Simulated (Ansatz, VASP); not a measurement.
**GeW: VASP beside Ansatz**

Contents of INCAR:

```
SYSTEM = GeW
  PREC = Accurate
  ENCUT = 600
  EDIFF = 1E-6
  ISMEAR = -1
  SIGMA = 0.05
  LREAL = .False.
  LASPH = .True.
  NELM = 60
  ALGO = Normal
  ISIF = 3
  LWAVE = .False.
  LCHARG = .False.
  GGA = RP
  IVDW = 12
  IBRION = 2
  NSW = 60
  EDIFFG = -0.01
```

File KPOINTS:

```
regular mesh
0
Gamma
  9 9 9
  0 0 0
```

File POSCAR:

```
GeW
1.0
    0.0000000000      2.5776100000      2.5776100000
    2.5776100000      0.0000000000      2.5776100000
    2.5776100000      2.5776100000      0.0000000000
Ge W
1 1
Direct
    0.5000000000      0.5000000000      0.5000000000
    0.0000000000      0.0000000000      0.0000000000
```

The input input.yaml:

```yaml
crystal:
  lattice:
    - [0.0, 2.57761, 2.57761]
    - [2.57761, 0.0, 2.57761]
    - [2.57761, 2.57761, 0.0]
  atoms:
    - { symbol: Ge, position: [0.5, 0.5, 0.5] }
    - { symbol: W, position: [0.0, 0.0, 0.0] }
hamiltonian:
  xc: rpbe
  pseudopotentials: { kind: paw }
  dispersion: d3bj
kpoints:
  mp_grid: { grid: [9, 9, 9] }
scf:
  occupations: { method: fermi_dirac, width: 0.05 }
output:
  forces: true
  stress: true
  eigenvalues: true
relax:
  f_tol: 0.01
  max_steps: 40
  cell: { stress_tol: 0.05 }
```

Alike in both runs: task relaxation of cell and atoms; functional RPBE; dispersion D3(BJ); k mesh 9 × 9 × 9; occupations fermi-dirac, width 0.05 eV; no spin polarisation.

|  | VASP | Ansatz |
| --- | --- | --- |
| version | VASP 6.6.1 | Ansatz 0.2.0 |
| potentials or method | VASP PAW PBE potentials, release 64 (Ge_d, W_sv) | Ansatz PAW |
| plane-wave cutoff (eV) | 600 | 420 |
| valence electrons in the cell | 28 | 28 |

```tsv
	VASP	Ansatz	Ansatz less VASP
gap on the k mesh at the Fermi level, each at its own relaxed structure (eV)	none	none	-
relaxed volume (Å³/atom)	14.60	14.56	-0.038
relaxed cell length with the largest relative difference (Å)	3.457	3.454	-0.0030
```

VASP's potentials were made for PBE, not for RPBE. A gap of «none» marks a metal or a gap that the smearing closes.

Neither program's run includes spin-orbit coupling. Noted on Ansatz's run: the plane-wave basis is chosen anew once the cell has moved, so the energies of steps on either side of that aren't comparable.
